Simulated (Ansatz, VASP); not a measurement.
One calculation of Sc, two programs

Contents of INCAR:

```
PREC = Accurate ; ENCUT = 520
EDIFF = 1E-7 ; ISMEAR = 0
SIGMA = 0.15 ; LREAL = F
LASPH = T ; NELM = 80
ALGO = Normal ; ISIF = 2
LWAVE = F ; LCHARG = T
GGA = PS ; LELF = T
LVHAR = T ; NBANDS = 12
```

Contents of KPOINTS:

```
regular mesh
0
Gamma
  18 18 18
```

The input POSCAR:

```
Sc
1.0
    0.0000000000      2.2364425000      2.3386150000
    2.2364425000      0.0000000000      2.3386150000
    2.2364425000      2.2364425000      0.0000000000
Sc
1
Direct
    0.0000000000      0.0000000000      0.0000000000
```

Input for Ansatz:

```yaml
crystal:
  lattice:
    - [0.0, 2.2364425, 2.338615]
    - [2.2364425, 0.0, 2.338615]
    - [2.2364425, 2.2364425, 0.0]
  atoms:
    - { symbol: Sc, position: [0.0, 0.0, 0.0] }
basis:
  ecutwfc: 420
kpoints:
  mp_grid: { grid: [18, 18, 18] }
hamiltonian:
  xc: pbesol
scf:
  occupations: { method: gaussian, width: 0.15 }
output:
  forces: true
  stress: true
  eigenvalues: true
```

Change from the starting cell: strain -0.015 along x and y, +0.030 along z, atoms carried along.

Alike in both runs: task single point; functional PBEsol; k mesh 18 × 18 × 18; occupations gaussian, width 0.15 eV; no spin polarisation.

```csv
,VASP,Ansatz
version,VASP 6.6.1,Ansatz 0.2.0
potentials or method,"VASP PAW PBE potentials, release 64 (Sc_sv), cutoff 520 eV","scalar-relativistic, plane waves, PAW"
valence electrons in the cell,11,11
```

```tsv
	VASP	Ansatz	Ansatz less VASP
gap on the k mesh at the Fermi level (eV)	none	none	-
pressure (GPa)	0.5	0.5	0.00
traceless stress, the component that is largest in VASP (GPa)	-0.96	-0.96	+0.004
```

VASP's potentials were made for PBE, not for PBEsol. A gap of «none» marks a metal or a gap that the smearing closes.
